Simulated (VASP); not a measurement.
Input of a VASP 6.6.1 run:

The input POSCAR:

```
SiNi2
1.0
    3.9173242303      0.0000000000      0.0000000000
   -1.9586621152      3.3925022983      0.0000000000
    0.0000000000      0.0000000000      2.4455144728
Si Ni
1 2
Direct
    0.0000000000      0.0000000000      0.0000000000
    0.3333333333      0.6666666667      0.5000000000
    0.6666666667      0.3333333333      0.5000000000
```

File INCAR.step1:

```
ALGO = Normal
EDIFF = 1E-4
ENCUT = 520
GGA = PE
ISMEAR = 0
LASPH = T
LCHARG = F
LREAL = F
LWAVE = T
NBANDS = 19
NELM = 100
PREC = Accurate
SIGMA = 0.1
```

File INCAR.step2:

```
ALGO = Normal
EDIFF = 1E-6
ENCUT = 520
ISIF = 2
ISMEAR = 0
ISTART = 1
LASPH = T
LCHARG = F
LMIXTAU = T
LREAL = F
LWAVE = F
METAGGA = R2SCAN
NBANDS = 19
NELM = 100
PREC = Accurate
SIGMA = 0.1
```

The input KPOINTS:

```
k-points
0
Gamma
  12 12 18
```

Potentials or basis: VASP PAW PBE potentials, release 64 (Si, Ni).

Command:

```bash
$ cat potpaw_PBE.64/Si/POTCAR potpaw_PBE.64/Ni/POTCAR > POTCAR
$ cp INCAR.step1 INCAR
$ mpirun -np 1 vasp_std > vasp.out
$ cp INCAR.step2 INCAR
$ mpirun -np 1 vasp_std > vasp.out
```

(1) What does it give for the band gap on the k mesh?

(2) Estimate the pressure.

Results:

(1) zero (band 12 reaches 12.91 eV, above the bottom of band 13 at 10.65 eV).

(2) 0.3 GPa.

Caveat: the PAW data sets were made with another functional, which shifts forces and pressure a little.
